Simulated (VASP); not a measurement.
# BaS (Fm-3m) in VASP: notebook

BaS is run at these levels: PBE; tasks: electric field gradients.

All numbers are computed with VASP 6.6.1; they aren't measurements. Logs are shortened: lines on timing, memory, paths and dates and some standing lists are left out, and cuts for length are marked.

### Step 1. The cell of the first run

Symmetry: Fm-3m, No. 225, cubic system. The conventional cell has a = 6.409 Å, b = 6.409 Å, c = 6.409 Å, α = 90.00°, β = 90.00°, γ = 90.00°. Within 4.2 Å of Ba (site symmetry m-3m) lie 6 S at 3.20 Å. S (site symmetry m-3m) has 6 Ba at 3.20 Å within 4.2 Å.

### Step 2. Electric field gradients, PBE (32.90 Å³/atom)

Input file INCAR:

```
ALGO = Normal
EDIFF = 1E-8
ENCUT = 520
GGA = PE
ISIF = 2
ISMEAR = -1
LASPH = True
LCHARG = False
LEFG = True
LREAL = False
LWAVE = False
NBANDS = 15
NELM = 60
PREC = Accurate
SIGMA = 0.02
```

Input file KPOINTS:

```
k-points
0
Gamma
  8 8 8
```

Input file POSCAR:

```
BaS
1.0
    0.0000000000      3.2043605431      3.2043605431
    3.2043605431      0.0000000000      3.2043605431
    3.2043605431      3.2043605431      0.0000000000
Ba S
1 1
Direct
    0.0000000000      0.0000000000      0.0000000000
    0.5000000000      0.5000000000      0.5000000000
```

Potentials or basis: VASP PAW PBE potentials, release 64 (Ba_sv, S).

Command:

```bash
$ cat potpaw_PBE.64/Ba_sv/POTCAR potpaw_PBE.64/S/POTCAR > POTCAR
$ mpirun -np 1 vasp_std > vasp.out
```

OUTCAR:

```text
EDIFF = 1E-8
   ENCUT = 520
   GGA = PE
   ISIF = 2
   ISMEAR = -1
   LASPH = True
   LREAL = False
   NELM = 60
   PREC = Accurate

 ion  position               nearest neighbor table
   1  0.000  0.000  0.000-   2 3.20   2 3.20   2 3.20   2 3.20   2 3.20   2 3.20
   2  0.500  0.500  0.500-   1 3.20   1 3.20   1 3.20   1 3.20   1 3.20   1 3.20

  LATTYP: Found a face centered cubic cell.
 ALAT       =     6.4087210862

  Lattice vectors:

 A1 = (   0.0000000000,   3.2043605431,   3.2043605431)
 A2 = (   3.2043605431,   0.0000000000,   3.2043605431)
 A3 = (   3.2043605431,   3.2043605431,   0.0000000000)

Analysis of symmetry for initial positions (statically):
=====================================================================
 Subroutine PRICEL returns:
 Original cell was already a primitive cell.

 Routine SETGRP: Setting up the symmetry group for a
 face centered cubic supercell.

 Subroutine GETGRP returns: Found 48 space group operations
 (whereof 48 operations were pure point group operations)
 out of a pool of 48 trial point group operations.

The static configuration has the point symmetry O_h .

Analysis of symmetry for dynamics (positions and initial velocities):
=====================================================================
 Subroutine PRICEL returns:
 Original cell was already a primitive cell.

 Routine SETGRP: Setting up the symmetry group for a
 face centered cubic supercell.

 Subroutine GETGRP returns: Found 48 space group operations
 (whereof 48 operations were pure point group operations)
 out of a pool of 48 trial point group operations.

The dynamic configuration has the point symmetry O_h .

 Subroutine INISYM returns: Found 48 space group operations
 (whereof 48 operations are pure point group operations),
 and found     1 'primitive' translations

----------------------------------------------------------------------------------------

                                     Primitive cell

  volume of cell :      65.8043

  direct lattice vectors                    reciprocal lattice vectors
     0.000000000  3.204360543  3.204360543    -0.156037373  0.156037373  0.156037373
     3.204360543  0.000000000  3.204360543     0.156037373 -0.156037373  0.156037373
     3.204360543  3.204360543  0.000000000     0.156037373  0.156037373 -0.156037373

  length of vectors
     4.531650139  4.531650139  4.531650139     0.270264657  0.270264657  0.270264657

  position of ions in fractional coordinates (direct lattice)
     0.000000000  0.000000000  0.000000000
     0.500000000  0.500000000  0.500000000

  ion indices of the primitive-cell ions
   primitive index   ion index
                 1           1
                 2           2

----------------------------------------------------------------------------------------

 KPOINTS: k-points

Automatic generation of k-mesh.
 Grid dimensions read from file:
 generate k-points for:    8    8    8

 Generating k-lattice:

  Cartesian coordinates                     Fractional coordinates (reciprocal lattice)
    -0.019504672  0.019504672  0.019504672     0.125000000  0.000000000  0.000000000
     0.019504672 -0.019504672  0.019504672     0.000000000  0.125000000  0.000000000
     0.019504672  0.019504672 -0.019504672     0.000000000  0.000000000  0.125000000

  Length of vectors
     0.033783082  0.033783082  0.033783082

  Shift w.r.t. Gamma in fractional coordinates (k-lattice)
     0.000000000  0.000000000  0.000000000

 Subroutine IBZKPT returns following result:
 ===========================================

 Found     29 irreducible k-points:

 Following reciprocal coordinates:
            Coordinates               Weight
  0.000000  0.000000  0.000000      1.000000
  0.125000  0.000000  0.000000      8.000000
  0.250000  0.000000  0.000000      8.000000
  0.375000  0.000000  0.000000      8.000000
  0.500000  0.000000  0.000000      4.000000
  0.125000  0.125000  0.000000      6.000000
[... 16 lines left out ...]
  0.500000  0.250000  0.125000     48.000000
 -0.375000  0.250000  0.125000     24.000000
 [... further k-points ...]
   k-points           NKPTS =     29   k-points in BZ     NKDIM =     29   number of bands    NBANDS=     15
   number of dos      NEDOS =    301   number of ions     NIONS =      2
   total plane-waves  NPLWV =  46656
   dimension x,y,z NGX =    36 NGY =   36 NGZ =   36
   dimension x,y,z NGXF=    72 NGYF=   72 NGZF=   72
   ions per type =               1   1
   NGX,Y,Z   is equivalent  to a cutoff of  13.21, 13.21, 13.21 a.u.
   NGXF,Y,Z  is equivalent  to a cutoff of  26.41, 26.41, 26.41 a.u.
 SYSTEM =  unknown system
   PREC   = accura    normal or accurate (medium, high low for compatibility)
   ISTART =      0    job   : 0-new  1-cont  2-samecut
   ICHARG =      2    charge: 1-file 2-atom 10-const
   ISPIN  =      1    spin polarized calculation?
   LNONCOLLINEAR =      F non collinear calculations
   LSORBIT =      F    spin-orbit coupling
   LASPH  =      T    aspherical Exc in radial PAW
   ENCUT  =  520.0 eV  38.22 Ry    6.18 a.u.   8.43  8.43  8.43*2*pi/ulx,y,z
   NELM   =     60;   NELMIN=  2; NELMDL= -5     # of ELM steps
   EDIFF  = 0.1E-07   stopping-criterion for ELM
   LREAL  =      F    real-space projection
   EDIFFG = 0.1E-06   stopping-criterion for IOM
   NSW    =      0    number of steps for IOM
   IBRION =     -1    ionic relax: 0-MD 1-quasi-New 2-CG
   NFREE  =      0    steps in history (QN), initial steepest desc. (CG)
   ISIF   =      2    stress and relaxation
   ISYM   =      2    0-nonsym 1-usesym 2-fastsym
   POTIM  = 0.5000    time-step for ionic-motion
   TEBEG  =    0.0;   TEEND  =   0.0 temperature during run
   PSTRESS=    0.0 pullay stress
   NELECT =      16.0000    total number of electrons
   NUPDOWN=      -1.0000    fix difference up-down
   EMIN   =  10.00;   EMAX   =-10.00  energy-range for DOS
   EFERMI =   0.00;   METHOD = LEGACY
   ISMEAR =    -1;   SIGMA  =   0.02  broadening in eV -4-tet -1-fermi 0-gaus
   EFERMI_NEDOS =   21; number of points for ismear=-14 and -15
   IALGO  =     38    algorithm
   IMIX   =      4    mixing-type and parameters
     AMIX     =   0.40;   BMIX     =  1.00
     AMIX_MAG =   1.60;   BMIX_MAG =  1.00
  volume/ion in A,a.u.               =      32.90       222.03
  Fermi-wavevector in a.u.,A,eV,Ry     =   1.021794  1.930911 14.205346  1.044063
  Thomas-Fermi vector in A             =   2.155438
   LORBIT       =      0    0 simple, 1 ext, 2 COOP (PROOUT), +10 PAW based schemes
   GGA     = PE    functional components
   LHFCALC =     F    Hartree Fock is set to
   AEXX    =    0.0000 exact exchange contribution
   IVDW    =     0    specifies the selected vdW correction
   LEPSILON=     F    determine dielectric tensor
   LRPA    =     F    only Hartree local field effects (RPA)
 non-spin polarized calculation
  energy-cutoff  :      520.00
  volume of cell :       65.80
 maximum number of plane-waves:      1807
 NGX is ok and might be reduce to    36
   NGX = 17   NGY = 17   NGZ = 17

 number of electron      16.0000002 magnetization

 Free energy of the ion-electron system (eV)
  ---------------------------------------------------
  ext. energy  EPLUGINS =         0.00000000
  ---------------------------------------------------
  free energy    TOTEN  =       -10.18969592 eV

  energy without entropy =      -10.18969592  energy(sigma->0) =      -10.18969592

 E-fermi :   1.8847     XC(G=0):  -8.5846

 val. band max:        1.4022950817   @ k =   0.0000   0.0000   0.0000
 cond. band min:       3.5261661299   @ k =   0.5000   0.5000   0.0000
 fundamental gap:      2.1238710482
 Fermi energy:         1.8846802089

 k-point     1 :       0.0000    0.0000    0.0000
  band No.  band energies     occupation
      1     -24.7036      2.00000
      2      -9.7603      2.00000
      3      -9.7603      2.00000
      4      -9.7603      2.00000
      5      -8.9429      2.00000
      6       1.4023      2.00000
      7       1.4023      2.00000
      8       1.4023      2.00000
      9       4.9535      0.00000
     10       5.2696      0.00000
     11       5.2696      0.00000
     12       5.2696      0.00000
     13       6.1850      0.00000
     14       6.1850      0.00000
     15      10.1202      0.00000
[... 397 lines left out ...]
 k-point    24 :      -0.3750    0.2500    0.1250
  band No.  band energies     occupation
      1     -24.6546      2.00000
      2     -10.6503      2.00000
      3      -9.9472      2.00000
      4      -9.8612      2.00000
      5      -8.0390      2.00000
      6      -0.0650      2.00000
      7       0.5498      2.00000
      8       0.6236      2.00000
      9       6.0775      0.00000
     10       6.2529      0.00000
     11       8.0171      0.00000
     12       8.2354      0.00000
     13       9.1912      0.00000
     14      10.1112      0.00000
     15      10.7562      0.00000

 [... further k-points ...]
[... 5 lines left out ...]
  --------------------------------------------------------------------------------------
  -------------------------------------------------------------------------------------
  Total        0.3959079      0.3959079      0.3959079      0.0000000      0.0000000      0.0000000
  in kB        9.6394134      9.6394134      9.6394134      0.0000000      0.0000000      0.0000000
  external PRESSURE =       9.6394134 kB  Pullay stress =       0.0000000 kB

 VOLUME and BASIS-vectors are now :
 -----------------------------------------------------------------------------
  energy-cutoff  :      520.00
  volume of cell :       65.80
      direct lattice vectors                 reciprocal lattice vectors
     0.000000000  3.204360543  3.204360543    -0.156037373  0.156037373  0.156037373
     3.204360543  0.000000000  3.204360543     0.156037373 -0.156037373  0.156037373
     3.204360543  3.204360543  0.000000000     0.156037373  0.156037373 -0.156037373

 POSITION                                       TOTAL-FORCE (eV/Angst)
 -----------------------------------------------------------------------------------
      0.00000      0.00000      0.00000         0.000000      0.000000      0.000000
      3.20436      3.20436      3.20436        -0.000000     -0.000000     -0.000000
 -----------------------------------------------------------------------------------
    total drift:                                0.000000      0.000000      0.000000

  FREE ENERGIE OF THE ION-ELECTRON SYSTEM (eV)
  ---------------------------------------------------
  free  energy   TOTEN  =       -10.1896959169 eV

  energy  without entropy=      -10.1896959169  energy(sigma->0) =      -10.18969592

 Electric field gradients (V/A^2)
---------------------------------------------------------------------
 ion       V_xx      V_yy      V_zz      V_xy      V_xz      V_yz
---------------------------------------------------------------------
   1       0.000    -0.000    -0.000     0.000     0.000     0.000
   2       0.000     0.000    -0.000     0.000     0.000     0.000
---------------------------------------------------------------------

 Electric field gradients after diagonalization (V/A^2)
 (convention: |V_zz| > |V_xx| > |V_yy|)
----------------------------------------------------------------------
 ion       V_xx      V_yy      V_zz     asymmetry (V_yy - V_xx)/ V_zz
----------------------------------------------------------------------
   1      -0.000    -0.000     0.000       0.000
   2      -0.000    -0.000     0.001       0.000
----------------------------------------------------------------------

           NMR quadrupolar parameters

 Cq : quadrupolar parameter    Cq=e*Q*V_zz/h
 eta: asymmetry parameters     (V_yy - V_xx)/ V_zz
 Q  : nuclear electric quadrupole moment in mb (millibarn)
----------------------------------------------------------------------
 ion       Cq(MHz)       eta       Q (mb)
----------------------------------------------------------------------
   1       0.000       0.000       1.000
   2       0.000       0.000       1.000
----------------------------------------------------------------------
```

Wall time 34 s (1 thread of Intel Xeon Platinum 8175M at 2.50GHz (Skylake/Cascade Lake), shared host); peak memory 0.22 GiB.

Results:

```
Free energy                             : -10.1897 eV
Pressure                                : 1.0 GPa
Band gap on the k mesh                  : 2.12 eV (least direct gap 2.27 eV)
Largest electric field gradient by atom : zero within the noise of the run
```

Levels at points of the mesh, in eV from the valence-band top:
| k point | band 6 | band 7 | band 8 | band 9 | band 10 | band 11 |
| --- | --- | --- | --- | --- | --- | --- |
| (0.00, 0.00, 0.00) | 0.00 | 0.00 | 0.00 | 3.55 | 3.87 | 3.87 |
| (0.50, 0.00, 0.00) | -1.91 | -1.07 | -1.07 | 5.51 | 5.66 | 6.27 |
| (0.50, 0.50, 0.00) | -0.53 | -0.14 | -0.14 | 2.12 | 5.91 | 5.97 |

Caveat: spin-orbit coupling is left out, which moves the levels of the heavy elements.

(Continued in part 2 of 2.)
